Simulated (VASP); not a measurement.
# Li8H7F (P1) in VASP: notebook

The runs below take Li8H7F through single point, relaxation of volume and atoms at fixed shape, with PBEsol.

All numbers are computed with VASP 6.6.1; they aren't measurements. Logs are shortened: lines on timing, memory, paths and dates and some standing lists are left out, and cuts for length are marked.

## Step 1: The cell of the first run

The typed cell holds 64 atoms: a = 7.977 Å, b = 7.977 Å, c = 7.977 Å, α = 90.00°, β = 90.00°, γ = 90.00°.

## Step 2: Single point, PBEsol

Input file INCAR:

```
SYSTEM = Li8H7F
PREC     = Accurate       ! precision mode
ENCUT    = 880            ! plane-wave cutoff, eV
EDIFF    = 1E-6           ! SCF threshold, eV
ISMEAR   = -1             ! smearing method
SIGMA    = 0.05           ! smearing width, eV
LREAL    = Auto         
LASPH    = .TRUE.         ! aspherical terms in the spheres
NELM     = 120            ! most SCF steps
ALGO     = Normal         ! electronic algorithm
ISIF     = 2              ! what is computed and relaxed
LWAVE    = .FALSE.        ! write WAVECAR
LCHARG   = .TRUE.         ! write CHGCAR
GGA      = PS             ! functional
LELF     = .TRUE.         ! ELF
LVHAR    = .TRUE.       
ISYM     = -1           
NBANDS   = 114            ! bands
GGA_COMPAT= .FALSE.
```

Input file KPOINTS:

```
explicit points
1
Reciprocal
  0.25000000   0.25000000   0.25000000 1
```

Input file POSCAR:

```
Li8H7F
1.0
    7.9767683951      0.0000000000      0.0000000000
    0.0000000000      7.9767683951      0.0000000000
    0.0000000000      0.0000000000      7.9767683951
H F Li
28 4 32
Direct
    0.2494530000      0.9980940000      0.9995420000
    0.2487800000      0.9968560000      0.4995680000
    0.2492850000      0.5013880000      0.9999560000
    0.2486810000      0.5029190000      0.5001520000
    0.7499590000      0.9991370000      0.9997970000
    0.7506660000      0.9985580000      0.4991980000
    0.7498960000      0.5004010000      0.9999340000
    0.9989330000      0.2496380000      0.9992220000
    0.9988360000      0.2487030000      0.4998980000
    0.9993960000      0.7501390000      0.9996320000
    0.0000530000      0.7507820000      0.4995730000
    0.5009360000      0.2495370000      0.9996060000
    0.4998320000      0.7501090000      0.9996270000
    0.4994810000      0.7508640000      0.4996110000
    0.9985580000      0.9985120000      0.2489720000
    0.9986090000      0.9984600000      0.7503750000
    0.9991760000      0.5004080000      0.2489680000
    0.9999030000      0.5006790000      0.7511210000
    0.5003210000      0.9983300000      0.2482200000
    0.5003130000      0.9980510000      0.7507340000
    0.4996080000      0.5020890000      0.2476040000
    0.5002820000      0.5024840000      0.7517010000
    0.2493410000      0.7499720000      0.2490630000
    0.2492430000      0.7499590000      0.7505420000
    0.7502630000      0.2485160000      0.2476470000
    0.7506640000      0.2490590000      0.7510150000
    0.7496740000      0.7503730000      0.2485850000
    0.7499180000      0.7507240000      0.7509160000
    0.7490590000      0.4996600000      0.4998120000
    0.4993970000      0.2504380000      0.4996680000
    0.2499450000      0.2496170000      0.2501490000
    0.2503750000      0.2495700000      0.7491420000
    0.9982830000      0.9982910000      0.9995960000
    0.9983200000      0.9981780000      0.4997560000
    0.9984940000      0.5011280000      0.9995560000
    0.9974460000      0.5011120000      0.4998470000
    0.5009890000      0.9983370000      0.9996840000
    0.5008440000      0.9994860000      0.4995680000
    0.5009940000      0.5015840000      0.9996290000
    0.5013350000      0.5005180000      0.4997910000
    0.2499930000      0.2498410000      0.9995250000
    0.2506790000      0.2499200000      0.4997610000
    0.2495840000      0.7497750000      0.9998340000
    0.2494050000      0.7499020000      0.4996700000
    0.7497790000      0.2497030000      0.9999980000
    0.7488140000      0.2506410000      0.4994120000
    0.7497040000      0.7499040000      0.9995430000
    0.7494440000      0.7487920000      0.4995920000
    0.2490150000      0.9998560000      0.2491050000
    0.2493280000      0.9996930000      0.7503750000
    0.2494930000      0.4997100000      0.2490070000
    0.2488090000      0.4999110000      0.7504020000
    0.7505220000      0.9990200000      0.2485840000
    0.7504640000      0.9988090000      0.7504140000
    0.7496930000      0.5005400000      0.2498260000
    0.7501970000      0.5004320000      0.7497460000
    0.0011670000      0.2489010000      0.2489050000
    0.0013230000      0.2488660000      0.7503860000
    0.0001230000      0.7505820000      0.2488120000
    0.0003240000      0.7508790000      0.7506750000
    0.4982650000      0.2491000000      0.2495950000
    0.4983450000      0.2494680000      0.7494710000
    0.4990430000      0.7507380000      0.2485840000
    0.4991360000      0.7501700000      0.7507590000
```

Potentials or basis: VASP PAW PBE potentials, release 64 (H, F, Li_sv).

Run with:

```console
$ cat potpaw_PBE.64/H/POTCAR potpaw_PBE.64/F/POTCAR potpaw_PBE.64/Li_sv/POTCAR > POTCAR
$ mpirun -np 1 vasp_std > vasp.out
```

OUTCAR:

```text
SYSTEM = Li8H7F
   PREC = Accurate
   ENCUT = 880
   EDIFF = 1E-6
   ISMEAR = -1
   LREAL = Auto
   LASPH = .TRUE.
   NELM = 120
   ISIF = 2
   GGA = PS
   ISYM = -1

 ion  position               nearest neighbor table
   1  0.249  0.998  1.000-
   2  0.249  0.997  0.500-
   3  0.249  0.501  1.000-
   4  0.249  0.503  0.500-
   5  0.750  0.999  1.000-
   6  0.751  0.999  0.499-
[... 20 lines left out ...]
  27  0.750  0.750  0.249-
  28  0.750  0.751  0.751-
  29  0.749  0.500  0.500-  40 1.98  36 1.98  46 1.99  48 1.99  56 1.99  55 1.99
  30  0.499  0.250  0.500-  42 1.98  46 1.99  62 1.99  61 1.99  40 1.99  38 2.00
  31  0.250  0.250  0.250-  61 1.98  57 1.98  42 1.99  49 1.99  51 1.99  41 2.00
  32  0.250  0.250  0.749-  62 1.98  58 1.99  42 1.99  50 1.99  52 2.00  41 2.00
  33  0.998  0.998  1.000-
  34  0.998  0.998  0.500-
  35  0.998  0.501  1.000-
  36  0.997  0.501  0.500-  29 1.98
  37  0.501  0.998  1.000-
  38  0.501  0.999  0.500-  30 2.00
  39  0.501  0.502  1.000-
  40  0.501  0.501  0.500-  29 1.98  30 1.99
  41  0.250  0.250  1.000-  32 2.00  31 2.00
  42  0.251  0.250  0.500-  30 1.98  32 1.99  31 1.99
  43  0.250  0.750  1.000-
  44  0.249  0.750  0.500-
  45  0.750  0.250  1.000-
  46  0.749  0.251  0.499-  29 1.99  30 1.99
  47  0.750  0.750  1.000-
  48  0.749  0.749  0.500-  29 1.99
  49  0.249  1.000  0.249-  31 1.99
  50  0.249  1.000  0.750-  32 1.99
  51  0.249  0.500  0.249-  31 1.99
  52  0.249  0.500  0.750-  32 2.00
  53  0.751  0.999  0.249-
  54  0.750  0.999  0.750-
  55  0.750  0.501  0.250-  29 1.99
  56  0.750  0.500  0.750-  29 1.99
  57  0.001  0.249  0.249-  31 1.98
  58  0.001  0.249  0.750-  32 1.99
  59  0.000  0.751  0.249-
  60  0.000  0.751  0.751-
  61  0.498  0.249  0.250-  31 1.98  30 1.99
  62  0.498  0.249  0.749-  32 1.98  30 1.99
  63  0.499  0.751  0.249-
  64  0.499  0.750  0.751-

IMPORTANT INFORMATION: All symmetrisations will be switched off!
NOSYMM: (Re-)initialisation of all symmetry stuff for point group C_1.

----------------------------------------------------------------------------------------

                                     Primitive cell

  volume of cell :     507.5525

  direct lattice vectors                    reciprocal lattice vectors
     7.976768395  0.000000000  0.000000000     0.125364051  0.000000000  0.000000000
     0.000000000  7.976768395  0.000000000     0.000000000  0.125364051  0.000000000
     0.000000000  0.000000000  7.976768395     0.000000000  0.000000000  0.125364051

  length of vectors
     7.976768395  7.976768395  7.976768395     0.125364051  0.125364051  0.125364051

  position of ions in fractional coordinates (direct lattice)
     0.249453000  0.998094000  0.999542000
     0.248780000  0.996856000  0.499568000
     0.249285000  0.501388000  0.999956000
     0.248681000  0.502919000  0.500152000
     0.749959000  0.999137000  0.999797000
     0.750666000  0.998558000  0.499198000
[... 56 lines left out ...]
     0.499043000  0.750738000  0.248584000
     0.499136000  0.750170000  0.750759000

  ion indices of the primitive-cell ions
   primitive index   ion index
                 1           1
                 2           2
                 3           3
                 4           4
                 5           5
                 6           6
[... 56 lines left out ...]
                63          63
                64          64

----------------------------------------------------------------------------------------

 KPOINTS: explicit points

Read explicit list of k-points.

 Found      1 k-points:

 Following reciprocal coordinates:
            Coordinates               Weight
  0.250000  0.250000  0.250000      1.000000
   k-points           NKPTS =      1   k-points in BZ     NKDIM =      1   number of bands    NBANDS=    114
   number of dos      NEDOS =    301   number of ions     NIONS =     64
   total plane-waves  NPLWV = 512000
   dimension x,y,z NGX =    80 NGY =   80 NGZ =   80
   dimension x,y,z NGXF=   160 NGYF=  160 NGZF=  160
[... 22 lines left out ...]
   TEBEG  =    0.0;   TEEND  =   0.0 temperature during run
   PSTRESS=    0.0 pullay stress
   NELECT =     152.0000    total number of electrons
   NUPDOWN=      -1.0000    fix difference up-down
   EMIN   =  10.00;   EMAX   =-10.00  energy-range for DOS
   EFERMI =   0.00;   METHOD = LEGACY
   ISMEAR =    -1;   SIGMA  =   0.05  broadening in eV -4-tet -1-fermi 0-gaus
   EFERMI_NEDOS =   21; number of points for ismear=-14 and -15
   IALGO  =     38    algorithm
   IMIX   =      4    mixing-type and parameters
     AMIX     =   0.40;   BMIX     =  1.00
     AMIX_MAG =   1.60;   BMIX_MAG =  1.00
  volume/ion in A,a.u.               =       7.93        53.52
  Fermi-wavevector in a.u.,A,eV,Ry     =   1.095290  2.069798 16.322362  1.199660
  Thomas-Fermi vector in A             =   2.231611
   LORBIT       =      0    0 simple, 1 ext, 2 COOP (PROOUT), +10 PAW based schemes
   GGA     = PS    functional components
   LHFCALC =     F    Hartree Fock is set to
   AEXX    =    0.0000 exact exchange contribution
   IVDW    =     0    specifies the selected vdW correction
   LEPSILON=     F    determine dielectric tensor
   LRPA    =     F    only Hartree local field effects (RPA)
 non-spin polarized calculation
  energy-cutoff  :      880.00
  volume of cell :      507.55
 maximum number of plane-waves:     30112
 NGX is ok and might be reduce to    80
   NGX = 39   NGY = 39   NGZ = 39

 number of electron     152.0000109 magnetization

 Free energy of the ion-electron system (eV)
  ---------------------------------------------------
  ext. energy  EPLUGINS =         0.00000000
  ---------------------------------------------------
  free energy    TOTEN  =      -210.39847683 eV

  energy without entropy =     -210.39847683  energy(sigma->0) =     -210.39847683

 E-fermi :   1.2568     XC(G=0):  -8.8716

 val. band max:       -0.0996374741   @ k =   0.2500   0.2500   0.2500
 cond. band min:       4.4715546728   @ k =   0.2500   0.2500   0.2500
 fundamental gap:      4.5711921470
 Fermi energy:         1.2568208876

 k-point     1 :       0.2500    0.2500    0.2500
  band No.  band energies     occupation
      1     -43.3315      2.00000
      2     -43.2708      2.00000
      3     -43.2619      2.00000
      4     -43.2456      2.00000
      5     -43.2433      2.00000
      6     -43.2305      2.00000
[... 80 lines left out ...]
     87       5.7968      0.00000
     88       5.9291      0.00000
 [bands above 88 left out]

------------------------ aborting loop because EDIFF is reached ----------------------------------------

  FORCE on cell =-STRESS in cart. coord.  units (eV):
  Direction    XX          YY          ZZ          XY          YZ          ZX
  --------------------------------------------------------------------------------------
  -------------------------------------------------------------------------------------
  Total        0.4589788      0.5786393      0.7097790     -0.1381237     -0.1114700     -0.2638886
  in kB        1.4488460      1.8265752      2.2405405     -0.4360115     -0.3518743     -0.8330100
  external PRESSURE =       1.8386539 kB  Pullay stress =       0.0000000 kB

 VOLUME and BASIS-vectors are now :
 -----------------------------------------------------------------------------
  energy-cutoff  :      880.00
  volume of cell :      507.55
      direct lattice vectors                 reciprocal lattice vectors
     7.976768395  0.000000000  0.000000000     0.125364051  0.000000000  0.000000000
     0.000000000  7.976768395  0.000000000     0.000000000  0.125364051  0.000000000
     0.000000000  0.000000000  7.976768395     0.000000000  0.000000000  0.125364051

 POSITION                                       TOTAL-FORCE (eV/Angst)
 -----------------------------------------------------------------------------------
      1.98983      7.96156      7.97312        -0.000490     -0.000701      0.000142
      1.98446      7.95169      3.98494         0.000077     -0.000681      0.000129
      1.98849      3.99946      7.97642        -0.000232     -0.000874     -0.000291
      1.98367      4.01167      3.98960         0.000013     -0.001473     -0.000189
      5.98225      7.96988      7.97515        -0.000370     -0.000928     -0.000224
      5.98789      7.96527      3.98199        -0.000251     -0.001012     -0.000319
[... 56 lines left out ...]
      3.98075      5.98846      1.98290         0.007655     -0.014069      0.008743
      3.98149      5.98393      5.98863        -0.002164      0.006501     -0.009919
 -----------------------------------------------------------------------------------
    total drift:                                0.022830      0.040889      0.009010

  FREE ENERGIE OF THE ION-ELECTRON SYSTEM (eV)
  ---------------------------------------------------
  free  energy   TOTEN  =      -210.3984768257 eV

  energy  without entropy=     -210.3984768257  energy(sigma->0) =     -210.39847683
```

It took 3.4 min on 1 thread of Intel Xeon Platinum 8488C (Sapphire Rapids), shared host; peak memory 0.99 GiB.

What came out:

- Free energy: -210.3985 eV
- Pressure: 0.2 GPa
- Largest force: 0.027 eV/Å
- Band gap on the k mesh: 4.57 eV

Forces in eV/Å, atoms in the order of the input:
```
H    0.000 -0.001  0.000
H    0.000 -0.001  0.000
H    0.000 -0.001  0.000
H    0.000 -0.001  0.000
H    0.000 -0.001  0.000
H    0.000 -0.001  0.000
H    0.000  0.000  0.000
H   -0.002 -0.001  0.000
H    0.000 -0.001  0.000
H    0.000 -0.001  0.000
H    0.000 -0.001  0.000
H    0.000  0.000  0.000
H    0.000 -0.001  0.000
H   -0.001 -0.001  0.000
H   -0.001 -0.001  0.000
H    0.000 -0.001  0.000
H   -0.001 -0.001  0.000
H   -0.001  0.000 -0.001
H    0.000 -0.001  0.000
H    0.000 -0.001 -0.001
H   -0.001 -0.001  0.001
H   -0.001 -0.001 -0.001
H    0.000 -0.001  0.000
H    0.000 -0.001 -0.001
H    0.000  0.000  0.000
H    0.001 -0.001  0.000
H   -0.001 -0.001  0.000
H    0.000 -0.001 -0.001
F   -0.006 -0.003 -0.003
F   -0.007  0.002 -0.003
F    0.000 -0.003 -0.001
F    0.003 -0.003 -0.003
Li   0.015  0.015  0.004
Li   0.015  0.018  0.007
Li   0.014 -0.011  0.001
Li   0.026 -0.002  0.003
Li  -0.014  0.013  0.002
Li   0.005 -0.001  0.000
Li  -0.014 -0.015  0.001
Li  -0.006  0.002  0.003
Li   0.000 -0.004 -0.014
Li   0.006 -0.005 -0.002
Li  -0.006 -0.007 -0.001
Li  -0.017 -0.005 -0.001
Li   0.013  0.013 -0.001
Li   0.002 -0.013  0.006
Li  -0.007 -0.002 -0.008
Li   0.004  0.005  0.005
Li   0.001 -0.008  0.004
Li  -0.013 -0.008  0.007
Li  -0.001  0.001 -0.001
Li  -0.006  0.003  0.001
Li  -0.008  0.014  0.011
Li   0.000  0.000 -0.005
Li  -0.006  0.014 -0.012
Li   0.003  0.004 -0.004
Li  -0.003  0.007  0.006
Li  -0.016  0.008  0.000
Li   0.001 -0.007 -0.005
Li  -0.004 -0.001 -0.002
Li   0.011  0.007  0.001
Li   0.020  0.005  0.010
Li   0.008 -0.014  0.009
Li  -0.002  0.007 -0.010
```

Caveat: the PAW data sets were made with another functional, which shifts forces and pressure a little; a shifted mesh leaves out Γ, where band edges can lie. A k mesh can miss the band edges.

(Continued in part 2 of 2.)
